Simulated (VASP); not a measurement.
# Li4Cl (I4/mmm) in VASP: further runs

Li4Cl is run at these levels: PBE; tasks: single point.

All numbers are computed with VASP 6.6.1; they aren't measurements. Logs are shortened: lines on timing, memory, paths and dates and some standing lists are left out, and cuts for length are marked.

### 1 The cell of the first run

It takes space group I4/mmm (No. 139, tetragonal). The conventional cell has a = 3.490 Å, b = 3.490 Å, c = 16.772 Å, α = 90.00°, β = 90.00°, γ = 90.00°. Within 3.3 Å of Li (site symmetry -4m2) lie 8 Li at 2.47 to 3.21 Å. Li (site symmetry 4mm) has 4 Cl at 2.89 Å and 9 Li at 3.00 to 3.49 Å within 3.8 Å. Within 3.8 Å of Cl (site symmetry 4/mmm) lie 8 Li at 2.89 Å and 4 Cl at 3.49 Å.

### 2 Single point, PBE

INCAR reads:

```
PREC = Accurate
ENCUT = 520
EDIFF = 1E-6
ISMEAR = 0
SIGMA = 0.1
LREAL = F
LASPH = T
NELM = 100
ALGO = Normal
ISIF = 2
LWAVE = F
LCHARG = F
GGA = PE
NBANDS = 18
```

KPOINTS reads:

```
Automatic mesh
0
Gamma
  16 16 16
```

POSCAR reads:

```
Li4Cl
1.0
   -1.7450160877      1.7450160877      8.3858617425
    1.7450160877     -1.7450160877      8.3858617425
    1.7450160877      1.7450160877     -8.3858617425
Li Cl
4 1
Direct
    0.7500000000      0.2500000000      0.5000000000
    0.2500000000      0.7500000000      0.5000000000
    0.4104867500      0.4104867500      0.0000000000
    0.5895132500      0.5895132500      0.0000000000
    0.0000000000      0.0000000000      0.0000000000
```

Potentials or basis: VASP PAW PBE potentials, release 64 (Li_sv, Cl).

On the command line:

```console
$ cat potpaw_PBE.64/Li_sv/POTCAR potpaw_PBE.64/Cl/POTCAR > POTCAR
$ mpirun -np 1 vasp_std > vasp.out
```

OUTCAR:

```text
PREC = Accurate
   ENCUT = 520
   EDIFF = 1E-6
   ISMEAR = 0
   LREAL = F
   LASPH = T
   NELM = 100
   ISIF = 2
   GGA = PE

 ion  position               nearest neighbor table
   1  0.750  0.250  0.500-   2 2.47   2 2.47   2 2.47   2 2.47
   2  0.250  0.750  0.500-   1 2.47   1 2.47   1 2.47   1 2.47
   3  0.410  0.410  0.000-
   4  0.590  0.590  0.000-
   5  0.000  0.000  0.000-

  LATTYP: Found a body centered tetragonal cell.
 ALAT       =     3.4900321754
 C/A-ratio  =     4.8056071240

  Lattice vectors:

 A1 = (  -1.7450160877,   1.7450160877,   8.3858617425)
 A2 = (   1.7450160877,  -1.7450160877,   8.3858617425)
 A3 = (   1.7450160877,   1.7450160877,  -8.3858617425)

Analysis of symmetry for initial positions (statically):
=====================================================================
 Subroutine PRICEL returns:
 Original cell was already a primitive cell.

 Routine SETGRP: Setting up the symmetry group for a
 body centered tetragonal supercell.

 Subroutine GETGRP returns: Found 16 space group operations
 (whereof 16 operations were pure point group operations)
 out of a pool of 16 trial point group operations.

The static configuration has the point symmetry D_4h.

Analysis of symmetry for dynamics (positions and initial velocities):
=====================================================================
 Subroutine PRICEL returns:
 Original cell was already a primitive cell.

 Routine SETGRP: Setting up the symmetry group for a
 body centered tetragonal supercell.

 Subroutine GETGRP returns: Found 16 space group operations
 (whereof 16 operations were pure point group operations)
 out of a pool of 16 trial point group operations.

The dynamic configuration has the point symmetry D_4h.

 Subroutine INISYM returns: Found 16 space group operations
 (whereof 16 operations are pure point group operations),
 and found     1 'primitive' translations

----------------------------------------------------------------------------------------

                                     Primitive cell

  volume of cell :     102.1425

  direct lattice vectors                    reciprocal lattice vectors
    -1.745016088  1.745016088  8.385861742     0.000000000  0.286530310  0.059624164
     1.745016088 -1.745016088  8.385861742     0.286530310  0.000000000  0.059624164
     1.745016088  1.745016088 -8.385861742     0.286530310  0.286530310  0.000000000

  length of vectors
     8.741443786  8.741443786  8.741443786     0.292668173  0.292668173  0.405215050

  position of ions in fractional coordinates (direct lattice)
     0.750000000  0.250000000  0.500000000
     0.250000000  0.750000000  0.500000000
     0.410486750  0.410486750  0.000000000
     0.589513250  0.589513250  0.000000000
     0.000000000  0.000000000  0.000000000

  ion indices of the primitive-cell ions
   primitive index   ion index
                 1           1
                 2           2
                 3           3
                 4           4
                 5           5

----------------------------------------------------------------------------------------

 KPOINTS: Automatic mesh

Automatic generation of k-mesh.
 Grid dimensions read from file:
 generate k-points for:   16   16   16

 Generating k-lattice:

  Cartesian coordinates                     Fractional coordinates (reciprocal lattice)
     0.000000000  0.017908144  0.003726510     0.062500000  0.000000000  0.000000000
     0.017908144  0.000000000  0.003726510     0.000000000  0.062500000  0.000000000
     0.017908144  0.017908144  0.000000000     0.000000000  0.000000000  0.062500000

  Length of vectors
     0.018291761  0.018291761  0.025325941

  Shift w.r.t. Gamma in fractional coordinates (k-lattice)
     0.000000000  0.000000000  0.000000000

 Subroutine IBZKPT returns following result:
 ===========================================

 Found    349 irreducible k-points:

 Following reciprocal coordinates:
            Coordinates               Weight
  0.000000  0.000000  0.000000      1.000000
  0.062500  0.000000  0.000000      8.000000
  0.125000  0.000000  0.000000      8.000000
  0.187500  0.000000  0.000000      8.000000
  0.250000  0.000000  0.000000      8.000000
  0.312500  0.000000  0.000000      8.000000
[... 16 lines left out ...]
 -0.125000  0.062500  0.000000     16.000000
 -0.062500  0.062500  0.000000      4.000000
 [... further k-points ...]
   k-points           NKPTS =    349   k-points in BZ     NKDIM =    349   number of bands    NBANDS=     18
   number of dos      NEDOS =    301   number of ions     NIONS =      5
   total plane-waves  NPLWV = 343000
   dimension x,y,z NGX =    70 NGY =   70 NGZ =   70
   dimension x,y,z NGXF=   140 NGYF=  140 NGZF=  140
   ions per type =               4   1
   NGX,Y,Z   is equivalent  to a cutoff of  13.31, 13.31, 13.31 a.u.
   NGXF,Y,Z  is equivalent  to a cutoff of  26.63, 26.63, 26.63 a.u.
 SYSTEM =  unknown system
   PREC   = accura    normal or accurate (medium, high low for compatibility)
   ISTART =      0    job   : 0-new  1-cont  2-samecut
   ICHARG =      2    charge: 1-file 2-atom 10-const
   ISPIN  =      1    spin polarized calculation?
   LNONCOLLINEAR =      F non collinear calculations
   LSORBIT =      F    spin-orbit coupling
   LASPH  =      T    aspherical Exc in radial PAW
   ENCUT  =  520.0 eV  38.22 Ry    6.18 a.u.  16.25 16.25 16.25*2*pi/ulx,y,z
   NELM   =    100;   NELMIN=  2; NELMDL= -5     # of ELM steps
   EDIFF  = 0.1E-05   stopping-criterion for ELM
   LREAL  =      F    real-space projection
   EDIFFG = 0.1E-04   stopping-criterion for IOM
   NSW    =      0    number of steps for IOM
   IBRION =     -1    ionic relax: 0-MD 1-quasi-New 2-CG
   NFREE  =      0    steps in history (QN), initial steepest desc. (CG)
   ISIF   =      2    stress and relaxation
   ISYM   =      2    0-nonsym 1-usesym 2-fastsym
   POTIM  = 0.5000    time-step for ionic-motion
   TEBEG  =    0.0;   TEEND  =   0.0 temperature during run
   PSTRESS=    0.0 pullay stress
   NELECT =      19.0000    total number of electrons
   NUPDOWN=      -1.0000    fix difference up-down
   EMIN   =  10.00;   EMAX   =-10.00  energy-range for DOS
   EFERMI =   0.00;   METHOD = LEGACY
   ISMEAR =     0;   SIGMA  =   0.10  broadening in eV -4-tet -1-fermi 0-gaus
   EFERMI_NEDOS =   21; number of points for ismear=-14 and -15
   IALGO  =     38    algorithm
   IMIX   =      4    mixing-type and parameters
     AMIX     =   0.40;   BMIX     =  1.00
     AMIX_MAG =   1.60;   BMIX_MAG =  1.00
  volume/ion in A,a.u.               =      20.43       137.86
  Fermi-wavevector in a.u.,A,eV,Ry     =   0.934524  1.765995 11.882448  0.873335
  Thomas-Fermi vector in A             =   2.061338
   LORBIT       =      0    0 simple, 1 ext, 2 COOP (PROOUT), +10 PAW based schemes
   GGA     = PE    functional components
   LHFCALC =     F    Hartree Fock is set to
   AEXX    =    0.0000 exact exchange contribution
   IVDW    =     0    specifies the selected vdW correction
   LEPSILON=     F    determine dielectric tensor
   LRPA    =     F    only Hartree local field effects (RPA)
 non-spin polarized calculation
 Gauss-broadening in eV      SIGMA  =   0.10
  energy-cutoff  :      520.00
  volume of cell :      102.14
 maximum number of plane-waves:      2787
 NGX is ok and might be reduce to    70
   NGX = 33   NGY = 33   NGZ = 33

 number of electron      18.9999989 magnetization

 Free energy of the ion-electron system (eV)
  ---------------------------------------------------
  ext. energy  EPLUGINS =         0.00000000
  ---------------------------------------------------
  free energy    TOTEN  =       -11.73329022 eV

  energy without entropy =      -11.72342623  energy(sigma->0) =      -11.72835823

 E-fermi :   1.8258     XC(G=0):  -7.3809

 val. band max:        1.8256918845   @ k =   0.3750   0.3750   0.0625
 cond. band min:       1.8264182908   @ k =  -0.1875   0.4375   0.1875
 fundamental gap:      0.0007264062
 Fermi energy:         1.8258017626

 k-point     1 :       0.0000    0.0000    0.0000
  band No.  band energies     occupation
      1     -46.0472      2.00000
      2     -46.0435      2.00000
      3     -44.6923      2.00000
      4     -44.5813      2.00000
      5     -15.0540      2.00000
      6      -3.6829      2.00000
[... 10 lines left out ...]
     17       9.6319      0.00000
     18       9.7346      0.00000

 k-point     2 :       0.0625    0.0000    0.0000
  band No.  band energies     occupation
      1     -46.0471      2.00000
      2     -46.0435      2.00000
      3     -44.6912      2.00000
      4     -44.5823      2.00000
      5     -15.0428      2.00000
      6      -3.6674      2.00000
[... 10 lines left out ...]
     17       9.3766      0.00000
     18       9.8264      0.00000

 k-point     3 :       0.1250    0.0000    0.0000
  band No.  band energies     occupation
      1     -46.0470      2.00000
      2     -46.0433      2.00000
      3     -44.6879      2.00000
      4     -44.5853      2.00000
      5     -15.0105      2.00000
      6      -3.6224      2.00000
[... 10 lines left out ...]
     17       8.9515      0.00000
     18       9.4278      0.00000

 k-point     4 :       0.1875    0.0000    0.0000
  band No.  band energies     occupation
      1     -46.0467      2.00000
      2     -46.0432      2.00000
      3     -44.6825      2.00000
      4     -44.5902      2.00000
      5     -14.9613      2.00000
      6      -3.5530      2.00000
[... 10 lines left out ...]
     17       8.7004      0.00000
     18       9.2097      0.00000

 k-point     5 :       0.2500    0.0000    0.0000
  band No.  band energies     occupation
      1     -46.0465      2.00000
      2     -46.0429      2.00000
      3     -44.6754      2.00000
      4     -44.5969      2.00000
      5     -14.9017      2.00000
      6      -3.5909      2.00000
[... 10 lines left out ...]
     17       8.4994      0.00000
     18       9.1149      0.00000

 k-point     6 :       0.3125    0.0000    0.0000
  band No.  band energies     occupation
      1     -46.0463      2.00000
      2     -46.0427      2.00000
      3     -44.6668      2.00000
      4     -44.6051      2.00000
      5     -14.8404      2.00000
      6      -3.9913      2.00000
[... 10 lines left out ...]
     17       8.2390      0.00000
     18       9.0289      0.00000

 k-point     7 :       0.3750    0.0000    0.0000
  band No.  band energies     occupation
      1     -46.0461      2.00000
      2     -46.0426      2.00000
      3     -44.6570      2.00000
      4     -44.6145      2.00000
      5     -14.7869      2.00000
      6      -4.3050      2.00000
[... 10 lines left out ...]
     17       8.4544      0.00000
     18       9.0273      0.00000

 k-point     8 :       0.4375    0.0000    0.0000
  band No.  band energies     occupation
      1     -46.0460      2.00000
      2     -46.0424      2.00000
      3     -44.6464      2.00000
      4     -44.6247      2.00000
      5     -14.7505      2.00000
      6      -4.5042      2.00000
[... 10 lines left out ...]
     17       8.5916      0.00000
     18       9.0595      0.00000
[... 229 lines left out ...]
     17       8.4166      0.00000
     18       8.9446      0.00000

 k-point    20 :      -0.3125    0.0625    0.0000
  band No.  band energies     occupation
      1     -46.0463      2.00000
      2     -46.0427      2.00000
      3     -44.6661      2.00000
      4     -44.6056      2.00000
      5     -14.8295      2.00000
      6      -3.9754      2.00000
[... 10 lines left out ...]
     17       8.3254      0.00000
     18       8.9641      0.00000

 k-point    21 :      -0.2500    0.0625    0.0000
  band No.  band energies     occupation
      1     -46.0465      2.00000
      2     -46.0429      2.00000
      3     -44.6746      2.00000
      4     -44.5976      2.00000
      5     -14.8907      2.00000
      6      -3.5765      2.00000
[... 10 lines left out ...]
     17       8.5572      0.00000
     18       9.0434      0.00000

 k-point    22 :      -0.1875    0.0625   -0.0000
  band No.  band energies     occupation
      1     -46.0467      2.00000
      2     -46.0431      2.00000
      3     -44.6816      2.00000
      4     -44.5911      2.00000
      5     -14.9502      2.00000
      6      -3.5353      2.00000
[... 10 lines left out ...]
     17       8.7294      0.00000
     18       9.1011      0.00000

 k-point    23 :      -0.1250    0.0625    0.0000
  band No.  band energies     occupation
      1     -46.0469      2.00000
      2     -46.0433      2.00000
      3     -44.6869      2.00000
      4     -44.5862      2.00000
      5     -14.9994      2.00000
      6      -3.6055      2.00000
[... 10 lines left out ...]
     17       8.9633      0.00000
     18       9.3138      0.00000

 k-point    24 :      -0.0625    0.0625    0.0000
  band No.  band energies     occupation
      1     -46.0471      2.00000
      2     -46.0434      2.00000
      3     -44.6901      2.00000
      4     -44.5833      2.00000
      5     -15.0316      2.00000
      6      -3.6512      2.00000
[... 10 lines left out ...]
     17       9.3238      0.00000
     18       9.7001      0.00000

 [... further k-points ...]

------------------------ aborting loop because EDIFF is reached ----------------------------------------

  FORCE on cell =-STRESS in cart. coord.  units (eV):
  Direction    XX          YY          ZZ          XY          YZ          ZX
  --------------------------------------------------------------------------------------
  -------------------------------------------------------------------------------------
  Total       -0.0473611     -0.0473611     -0.0679564      0.0000000      0.0000000     -0.0000000
  in kB       -0.7428928     -0.7428928     -1.0659446      0.0000000      0.0000000     -0.0000000
  external PRESSURE =      -0.8505767 kB  Pullay stress =       0.0000000 kB

 VOLUME and BASIS-vectors are now :
 -----------------------------------------------------------------------------
  energy-cutoff  :      520.00
  volume of cell :      102.14
      direct lattice vectors                 reciprocal lattice vectors
    -1.745016088  1.745016088  8.385861742     0.000000000  0.286530310  0.059624164
     1.745016088 -1.745016088  8.385861742     0.286530310  0.000000000  0.059624164
     1.745016088  1.745016088 -8.385861742     0.286530310  0.286530310  0.000000000

 POSITION                                       TOTAL-FORCE (eV/Angst)
 -----------------------------------------------------------------------------------
     -0.00000      1.74502      4.19293         0.000000      0.000000     -0.000000
      1.74502     -0.00000      4.19293         0.000000      0.000000      0.000000
      0.00000      0.00000      6.88457        -0.000000     -0.000000      0.006699
      0.00000      0.00000      9.88715        -0.000000     -0.000000     -0.006699
      0.00000      0.00000      0.00000         0.000000      0.000000      0.000000
 -----------------------------------------------------------------------------------
    total drift:                                0.000000     -0.000000      0.000000

  FREE ENERGIE OF THE ION-ELECTRON SYSTEM (eV)
  ---------------------------------------------------
  free  energy   TOTEN  =       -11.7332902239 eV

  energy  without entropy=      -11.7234262317  energy(sigma->0) =      -11.72835823
```

Wall time 47 min (1 thread of Intel Xeon Platinum 8488C (Sapphire Rapids), shared host); peak memory 0.99 GiB.

Results:

```yaml
Free_energy: -11.7333 eV
Largest_force: 0.007 eV/Å
Band_gap_on_the_k_mesh: zero (an odd number of electrons rules out a gap without spin polarisation)
```

Forces in eV/Å, atoms in the order of the input:
```
Li   0.000  0.000  0.000
Li   0.000  0.000  0.000
Li   0.000  0.000  0.007
Li   0.000  0.000 -0.007
Cl   0.000  0.000  0.000
```

Levels at points of the mesh, in eV from the Fermi level:
```tsv
k point	band 7	band 8	band 9	band 10	band 11	band 12	band 13	band 14
(0.00, 0.00, 0.00)	-4.10	-4.10	-2.98	-0.93	1.30	3.86	5.04	5.04
(0.50, 0.00, 0.00)	-5.05	-3.78	-0.76	-0.58	0.91	1.65	3.39	5.11
(0.50, 0.50, 0.00)	-5.87	-4.49	0.27	0.30	1.88	2.12	2.20	3.14
(0.50, 0.50, 0.50)	-4.10	-4.10	-2.60	-1.62	1.69	4.13	5.13	5.13
```

Caveat: the cutoff is under 1.25 times the usual one of these potentials, so pressure, stress and relaxed cells hold a basis-set (Pulay) error.

### 3 Single point, PBE

INCAR reads:

```
SYSTEM = Li4Cl
PREC     = Accurate       ! precision mode
ENCUT    = 520            ! plane-wave cutoff, eV
EDIFF    = 1E-6           ! SCF threshold, eV
ISMEAR   = 0              ! smearing method
SIGMA    = 0.1            ! smearing width, eV
LREAL    = .False.        ! projectors in reciprocal space
LASPH    = .True.         ! aspherical terms in the spheres
NELM     = 100            ! most SCF steps
ALGO     = Normal         ! electronic algorithm
ISIF     = 2              ! what is computed and relaxed
LWAVE    = .False.        ! write WAVECAR
LCHARG   = .False.        ! write CHGCAR
GGA      = PE             ! functional
NBANDS   = 18             ! bands
```

KPOINTS reads:

```
Automatic mesh
0
Gamma
  16 16 16
  0 0 0
```

POSCAR is that of step 2.

Potentials or basis: VASP PAW PBE potentials, release 64 (Li_sv, Cl).

On the command line:

```console
$ cat potpaw_PBE.64/Li_sv/POTCAR potpaw_PBE.64/Cl/POTCAR > POTCAR
$ mpirun -np 1 vasp_std > vasp.out
```

Wall time 42 min (1 thread of Intel Xeon Platinum 8488C (Sapphire Rapids), shared host); peak memory 0.99 GiB.

Results (log left out):

```
Free energy            : -11.7333 eV
Largest force          : 0.007 eV/Å
Band gap on the k mesh : zero (an odd number of electrons rules out a gap without spin polarisation)
```

Forces in eV/Å, atoms in the order of the input:
```
Li   0.000  0.000  0.000
Li   0.000  0.000  0.000
Li   0.000  0.000  0.007
Li   0.000  0.000 -0.007
Cl   0.000  0.000  0.000
```

Levels at points of the mesh, in eV from the Fermi level:
```
           k point  band 8  band 9  band 10  band 11  band 12  band 13
(0.00, 0.00, 0.00)   -4.10   -2.98    -0.93     1.30     3.86     5.04
(0.50, 0.00, 0.00)   -3.78   -0.76    -0.58     0.91     1.65     3.39
(0.50, 0.50, 0.00)   -4.49    0.27     0.30     1.88     2.12     2.20
(0.50, 0.50, 0.50)   -4.10   -2.60    -1.62     1.69     4.13     5.13
```

Caveat: the cutoff is under 1.25 times the usual one of these potentials, so pressure, stress and relaxed cells hold a basis-set (Pulay) error.
